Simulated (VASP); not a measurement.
# ZnSe (I-4m2) in VASP: further runs

ZnSe is run at these levels: r2SCAN; tasks: single point.

All numbers are computed with VASP 6.6.1; they aren't measurements. Logs are shortened: lines on timing, memory, paths and dates and some standing lists are left out, and cuts for length are marked.

**1. The cell of the first run**

It takes space group I-4m2 (No. 119, tetragonal). Conventional cell: a = 4.499 Å, b = 4.499 Å, c = 4.498 Å, α = 90.00°, β = 90.00°, γ = 90.00°. Zn (site symmetry -4m2) has 4 Se at 2.51 Å within 3.3 Å. Within 3.3 Å of Se (site symmetry -4m2) lie 4 Zn at 2.51 Å.

**2. Single point, r2SCAN**

The input, POSCAR:

```
ZnSe
1.0
    0.0000000000      3.1809930826      2.2489621094
    3.1809930826      0.0000000000      2.2489621094
    3.1809930826      3.1809930826      0.0000000000
Zn Se
1 1
Direct
    0.0000000000      0.0000000000      0.0000000000
    0.7500000000      0.7500000000      0.7500000000
```

The input, INCAR.step1:

```
PREC     = Accurate       # precision mode
ENCUT    = 520            # plane-wave cutoff, eV
ISMEAR   = 0              # smearing method
SIGMA    = 0.05           # smearing width, eV
LREAL    = False          # projectors in reciprocal space
LASPH    = True           # aspherical terms in the spheres
NELM     = 100            # most SCF steps
NBANDS   = 16             # bands
GGA      = PE             # functional
ALGO     = Normal         # electronic algorithm
EDIFF    = 1E-4           # SCF threshold, eV
LWAVE    = True           # write WAVECAR
LCHARG   = False          # write CHGCAR
```

The input, INCAR.step2:

```
PREC     = Accurate       # precision mode
ENCUT    = 520            # plane-wave cutoff, eV
EDIFF    = 1E-6           # SCF threshold, eV
ISMEAR   = 0              # smearing method
SIGMA    = 0.05           # smearing width, eV
LREAL    = False          # projectors in reciprocal space
LASPH    = True           # aspherical terms in the spheres
NELM     = 100            # most SCF steps
ALGO     = Normal         # electronic algorithm
ISIF     = 2              # what is computed and relaxed
LWAVE    = False          # write WAVECAR
LCHARG   = False          # write CHGCAR
METAGGA  = R2SCAN         # meta-GGA
LMIXTAU  = True         
NBANDS   = 16             # bands
ISTART   = 1
```

The input, KPOINTS:

```
Automatic mesh
0
Gamma
  10 10 10
```

Potentials or basis: VASP PAW PBE potentials, release 64 (Zn, Se).

On the command line:

```console
$ cat potpaw_PBE.64/Zn/POTCAR potpaw_PBE.64/Se/POTCAR > POTCAR
$ cp INCAR.step1 INCAR
$ mpirun -np 1 vasp_std > vasp.out
$ cp INCAR.step2 INCAR
$ mpirun -np 1 vasp_std > vasp.out
```

OUTCAR:

```text
PREC = Accurate
   ENCUT = 520
   EDIFF = 1E-6
   ISMEAR = 0
   LREAL = False
   LASPH = True
   NELM = 100
   ISIF = 2
   METAGGA = R2SCAN
   ISTART = 1

 ion  position               nearest neighbor table
   1  0.000  0.000  0.000-   2 2.51   2 2.51   2 2.51   2 2.51
   2  0.750  0.750  0.750-   1 2.51   1 2.51   1 2.51   1 2.51

  LATTYP: Found a body centered tetragonal cell.
 ALAT       =     4.4986035592
 C/A-ratio  =     0.9998489886

  Lattice vectors:

 A1 = (   0.0000000000,  -3.1809930826,  -2.2489621094)
 A2 = (   0.0000000000,   3.1809930826,  -2.2489621094)
 A3 = (   3.1809930826,   0.0000000000,   2.2489621094)

Analysis of symmetry for initial positions (statically):
=====================================================================
 Subroutine PRICEL returns:
 Original cell was already a primitive cell.

 Routine SETGRP: Setting up the symmetry group for a
 body centered tetragonal supercell.

 Subroutine GETGRP returns: Found  8 space group operations
 (whereof  8 operations were pure point group operations)
 out of a pool of 16 trial point group operations.

The static configuration has the point symmetry D_2d.

Analysis of symmetry for dynamics (positions and initial velocities):
=====================================================================
 Subroutine PRICEL returns:
 Original cell was already a primitive cell.

 Routine SETGRP: Setting up the symmetry group for a
 body centered tetragonal supercell.

 Subroutine GETGRP returns: Found  8 space group operations
 (whereof  8 operations were pure point group operations)
 out of a pool of 16 trial point group operations.

The dynamic configuration has the point symmetry D_2d.

 Subroutine INISYM returns: Found  8 space group operations
 (whereof  8 operations are pure point group operations),
 and found     1 'primitive' translations

----------------------------------------------------------------------------------------

                                     Primitive cell

  volume of cell :      45.5132

  direct lattice vectors                    reciprocal lattice vectors
     0.000000000  3.180993083  2.248962109    -0.157183618  0.157183618  0.222324777
     3.180993083  0.000000000  2.248962109     0.157183618 -0.157183618  0.222324777
     3.180993083  3.180993083  0.000000000     0.157183618  0.157183618 -0.222324777

  length of vectors
     3.895708865  3.895708865  4.498603559     0.314390976  0.314390976  0.314390976

  position of ions in fractional coordinates (direct lattice)
     0.000000000  0.000000000  0.000000000
     0.750000000  0.750000000  0.750000000
[... 79 lines left out ...]
   EDIFFG = 0.1E-04   stopping-criterion for IOM
   NSW    =      0    number of steps for IOM
   IBRION =     -1    ionic relax: 0-MD 1-quasi-New 2-CG
   NFREE  =      0    steps in history (QN), initial steepest desc. (CG)
   ISIF   =      2    stress and relaxation
   ISYM   =      2    0-nonsym 1-usesym 2-fastsym
   POTIM  = 0.5000    time-step for ionic-motion
   TEBEG  =    0.0;   TEEND  =   0.0 temperature during run
   PSTRESS=    0.0 pullay stress
   NELECT =      18.0000    total number of electrons
   NUPDOWN=      -1.0000    fix difference up-down
   EMIN   =  10.00;   EMAX   =-10.00  energy-range for DOS
   EFERMI =   0.00;   METHOD = LEGACY
   ISMEAR =     0;   SIGMA  =   0.05  broadening in eV -4-tet -1-fermi 0-gaus
   EFERMI_NEDOS =   21; number of points for ismear=-14 and -15
   IALGO  =     38    algorithm
   IMIX   =      4    mixing-type and parameters
     AMIX     =   0.40;   BMIX     =  1.00
     AMIX_MAG =   1.60;   BMIX_MAG =  1.00
  volume/ion in A,a.u.               =      22.76       153.57
  Fermi-wavevector in a.u.,A,eV,Ry     =   1.201673  2.270834 19.647073  1.444019
  Thomas-Fermi vector in A             =   2.337476
   LORBIT       =      0    0 simple, 1 ext, 2 COOP (PROOUT), +10 PAW based schemes
   METAGGA = R2SCAN    functional components
   LHFCALC =     F    Hartree Fock is set to
   AEXX    =    0.0000 exact exchange contribution
   IVDW    =     0    specifies the selected vdW correction
   LEPSILON=     F    determine dielectric tensor
   LRPA    =     F    only Hartree local field effects (RPA)
 non-spin polarized calculation
 Gauss-broadening in eV      SIGMA  =   0.05
  energy-cutoff  :      520.00
  volume of cell :       45.51
 maximum number of plane-waves:      1264
 NGX is ok and might be reduce to    30

 number of electron      18.0000003 magnetization

 Free energy of the ion-electron system (eV)
  ---------------------------------------------------
  ext. energy  EPLUGINS =         0.00000000
  ---------------------------------------------------
  free energy    TOTEN  =       -24.62634644 eV

  energy without entropy =      -24.62634644  energy(sigma->0) =      -24.62634644

 E-fermi :   1.9904     XC(G=0):  -9.9867

 val. band max:        1.7212847583   @ k =   0.0000   0.0000   0.0000
 cond. band min:       2.7594050692   @ k =   0.0000   0.0000   0.0000
 fundamental gap:      1.0381203109
 Fermi energy:         1.9903768514

 k-point     1 :       0.0000    0.0000    0.0000
  band No.  band energies     occupation
      1     -12.2077      2.00000
      2      -5.3279      2.00000
      3      -5.3275      2.00000
      4      -5.2467      2.00000
      5      -5.0433      2.00000
      6      -5.0283      2.00000
[... 433 lines left out ...]
      3      -5.2241      2.00000
      4      -5.2100      2.00000
      5      -4.9477      2.00000
      6      -4.8290      2.00000
[... 8 lines left out ...]
     15      14.2540      0.00000
     16      17.9545      0.00000

 [... further k-points ...]

------------------------ aborting loop because EDIFF is reached ----------------------------------------

  FORCE on cell =-STRESS in cart. coord.  units (eV):
  Direction    XX          YY          ZZ          XY          YZ          ZX
  --------------------------------------------------------------------------------------
  -------------------------------------------------------------------------------------
  Total       -1.4238167     -1.4238167      0.6991912      0.0000000      0.0000000     -0.0000000
  in kB      -50.1218499    -50.1218499     24.6132490      0.0000000      0.0000000     -0.0000000
  external PRESSURE =     -25.2101503 kB  Pullay stress =       0.0000000 kB

 VOLUME and BASIS-vectors are now :
 -----------------------------------------------------------------------------
  energy-cutoff  :      520.00
  volume of cell :       45.51
      direct lattice vectors                 reciprocal lattice vectors
     0.000000000  3.180993083  2.248962109    -0.157183618  0.157183618  0.222324777
     3.180993083  0.000000000  2.248962109     0.157183618 -0.157183618  0.222324777
     3.180993083  3.180993083  0.000000000     0.157183618  0.157183618 -0.222324777

 POSITION                                       TOTAL-FORCE (eV/Angst)
 -----------------------------------------------------------------------------------
      0.00000      0.00000      0.00000        -0.000000     -0.000000      0.000000
      4.77149      4.77149      3.37344         0.000000      0.000000      0.000000
 -----------------------------------------------------------------------------------
    total drift:                                0.000554      0.000554      0.000589

  FREE ENERGIE OF THE ION-ELECTRON SYSTEM (eV)
  ---------------------------------------------------
  free  energy   TOTEN  =       -24.6263464388 eV

  energy  without entropy=      -24.6263464388  energy(sigma->0) =      -24.62634644
```

OSZICAR.step1:

```text
N       E                     dE             d eps       ncg     rms          rms(c)
DAV:   1     0.872241724660E+02    0.87224E+02   -0.88366E+03  3264   0.128E+03
DAV:   2    -0.621364386724E+00   -0.87846E+02   -0.82541E+02  3704   0.251E+02
DAV:   3    -0.606543879949E+01   -0.54441E+01   -0.54234E+01  4064   0.606E+01
DAV:   4    -0.610788191284E+01   -0.42443E-01   -0.42440E-01  3856   0.579E+00
DAV:   5    -0.610808101024E+01   -0.19910E-03   -0.19910E-03  4096   0.360E-01    0.438E+00
DAV:   6    -0.579581284224E+01    0.31227E+00   -0.58287E-01  4728   0.232E+01    0.338E+00
DAV:   7    -0.577234450572E+01    0.23468E-01   -0.16491E-01  3608   0.356E+00    0.145E+00
DAV:   8    -0.577113580496E+01    0.12087E-02   -0.48312E-03  4248   0.707E-01    0.459E-01
DAV:   9    -0.577116293240E+01   -0.27127E-04   -0.13388E-03  3752   0.308E-01    0.727E-02
DAV:  10    -0.577122454080E+01   -0.61608E-04   -0.13622E-04  3264   0.110E-01
   1 F= -.57712245E+01 E0= -.57712245E+01  d E =-.227299E-11
```

Wall time 5.1 min (1 thread of AMD EPYC 7R13 (Zen 3), shared host); peak memory 0.21 GiB.

What came out:

```
Free energy            : -24.6263 eV
Pressure               : -2.5 GPa
Band gap on the k mesh : 1.04 eV
```

Caveat: the PAW data sets were made with another functional, which shifts forces and pressure a little. A k mesh can miss the band edges.

**3. Single point, r2SCAN**

This run uses another cell than the first one, of the same volume but with other edges.

The input, POSCAR:

```
ZnSe
1.0
    0.0000000000      2.5247558828      3.5700048183
    2.5247558828      0.0000000000      3.5700048183
    2.5247558828      2.5247558828      0.0000000000
Zn Se
1 1
Direct
    0.0000000000      0.0000000000      0.0000000000
    0.7500000000      0.7500000000      0.7500000000
```

The input, INCAR.step1:

```
PREC = Accurate ; ENCUT = 520
ISMEAR = 0 ; SIGMA = 0.05
LREAL = False ; LASPH = True
NELM = 60 ; NBANDS = 16
GGA = PE ; ALGO = Normal
EDIFF = 1E-4 ; LWAVE = True
LCHARG = False
```

The input, INCAR.step2:

```
PREC = Accurate ; ENCUT = 520
EDIFF = 1E-7 ; ISMEAR = 0
SIGMA = 0.05 ; LREAL = False
LASPH = True ; NELM = 60
ALGO = Normal ; ISIF = 2
LWAVE = False ; LCHARG = False
METAGGA = R2SCAN ; LMIXTAU = True
NBANDS = 16 ; ISTART = 1
```

KPOINTS is that of step 2.

Potentials or basis: VASP PAW PBE potentials, release 64 (Zn, Se).

On the command line:

```console
$ cat potpaw_PBE.64/Zn/POTCAR potpaw_PBE.64/Se/POTCAR > POTCAR
$ cp INCAR.step1 INCAR
$ mpirun -np 1 vasp_std > vasp.out
$ cp INCAR.step2 INCAR
$ mpirun -np 1 vasp_std > vasp.out
```

Wall time 6.3 min (1 thread of AMD EPYC 7R13 (Zen 3), shared host); peak memory 0.21 GiB.

Results (log left out):

* Free energy: -24.2704 eV
* Pressure: -1.3 GPa
* Band gap on the k mesh: 0.10 eV (least direct gap 0.16 eV)

Stress tensor (GPa, compression positive):
```
  6.24   0.00   0.00
  0.00   6.24   0.00
  0.00   0.00 -16.40
```

Levels at points of the mesh, in eV from the valence-band top:
```csv
k point,band 7,band 8,band 9,band 10,band 11,band 12
"(0.00, 0.00, 0.00)",-2.30,-0.05,-0.05,0.10,6.20,6.20
"(0.50, 0.00, 0.00)",-5.69,-2.68,-0.20,0.96,6.73,7.92
"(0.50, 0.50, 0.00)",-6.69,-1.32,-1.32,4.26,5.29,8.09
"(0.50, 0.00, 0.50)",-4.59,-3.44,-2.89,2.22,2.25,7.80
```

Caveat: the PAW data sets were made with another functional, which shifts forces and pressure a little. A k mesh can miss the band edges.

**4. Single point, r2SCAN**

This run uses another cell than the first one, of the same volume but with other edges.

The input, POSCAR:

```
ZnSe
1.0
    0.0000000000      2.9915496886      2.5428172353
    2.9915496886      0.0000000000      2.5428172353
    2.9915496886      2.9915496886      0.0000000000
Zn Se
1 1
Direct
    0.0000000000      0.0000000000      0.0000000000
    0.7500000000      0.7500000000      0.7500000000
```

The input, INCAR.step1:

```
SYSTEM = ZnSe
PREC     = Accurate       ! precision mode
ENCUT    = 520            ! plane-wave cutoff, eV
ISMEAR   = 0              ! smearing method
SIGMA    = 0.05           ! smearing width, eV
LREAL    = .FALSE.        ! projectors in reciprocal space
LASPH    = .TRUE.         ! aspherical terms in the spheres
NELM     = 80             ! most SCF steps
NBANDS   = 16             ! bands
GGA      = PE             ! functional
ALGO     = Normal         ! electronic algorithm
EDIFF    = 1E-4           ! SCF threshold, eV
LWAVE    = .TRUE.         ! write WAVECAR
LCHARG   = .FALSE.        ! write CHGCAR
```

The input, INCAR.step2:

```
SYSTEM = ZnSe
PREC     = Accurate       ! precision mode
ENCUT    = 520            ! plane-wave cutoff, eV
EDIFF    = 1E-7           ! SCF threshold, eV
ISMEAR   = 0              ! smearing method
SIGMA    = 0.05           ! smearing width, eV
LREAL    = .FALSE.        ! projectors in reciprocal space
LASPH    = .TRUE.         ! aspherical terms in the spheres
NELM     = 80             ! most SCF steps
ALGO     = Normal         ! electronic algorithm
ISIF     = 2              ! what is computed and relaxed
LWAVE    = .FALSE.        ! write WAVECAR
LCHARG   = .FALSE.        ! write CHGCAR
METAGGA  = R2SCAN         ! meta-GGA
LMIXTAU  = .TRUE.       
NBANDS   = 16             ! bands
ISTART   = 1
```

The input, KPOINTS:

```
regular mesh
0
G
  10 10 10
  0 0 0
```

On the command line:

```console
$ cat potpaw_PBE.64/Zn/POTCAR potpaw_PBE.64/Se/POTCAR > POTCAR
$ cp INCAR.step1 INCAR
$ mpirun -np 1 vasp_std > vasp.out
$ cp INCAR.step2 INCAR
$ mpirun -np 1 vasp_std > vasp.out
```

It took 3.6 min on 1 thread of AMD EPYC 7R13 (Zen 3), shared host; peak memory 0.2 GiB.

It converged, with:

```
Free energy            : -24.8340 eV
Pressure               : -0.5 GPa
Band gap on the k mesh : 1.50 eV
```

Stress tensor (GPa, compression positive):
```
-2.00  0.00  0.00
 0.00 -2.00  0.00
 0.00  0.00  2.39
```

Levels at points of the mesh, in eV from the valence-band top:
```
           k point  band 5  band 6  band 7  band 8  band 9  band 10  band 11  band 12  band 13  band 14
(0.00, 0.00, 0.00)   -6.57   -6.56   -0.45   -0.45    0.00     1.50     6.16     6.26     6.26    10.35
(0.50, 0.00, 0.00)   -6.52   -6.42   -5.47   -1.56   -0.75     2.51     6.01     7.62     9.04    11.08
(0.50, 0.50, 0.00)   -6.49   -6.26   -4.36   -3.01   -3.01     2.56     2.72    11.64    11.64    12.11
(0.50, 0.00, 0.50)   -6.55   -6.45   -5.30   -2.25   -1.95     3.39     4.22    10.40    10.50    11.46
```

Caveat: the PAW data sets were made with another functional, which shifts forces and pressure a little.

**5. Overview**

```csv
cell,gap on the mesh (eV),pressure (GPa)
"a = 3.896, b = 3.896, c = 4.499 Å, angles 54.7, 54.7, 70.5°, 2 atoms",1.04,-2.5
"a = 4.373, b = 4.373, c = 3.571 Å, angles 65.9, 65.9, 48.2°, 2 atoms",0.10,-1.3
"a = 3.926, b = 3.926, c = 4.231 Å, angles 57.4, 57.4, 65.2°, 2 atoms",1.50,-0.5
```

Alike in all rows: task single point; level r2SCAN; potentials or basis VASP PAW PBE potentials, release 64 (Zn, Se); no spin polarisation; k mesh 10 × 10 × 10; cutoff (eV) 520; smearing gaussian 0.05 eV.

Caveats: the PAW data sets were made with another functional, which shifts forces and pressure a little.

Total energies depend on the potentials used, so only differences within one code and one set of settings carry meaning.
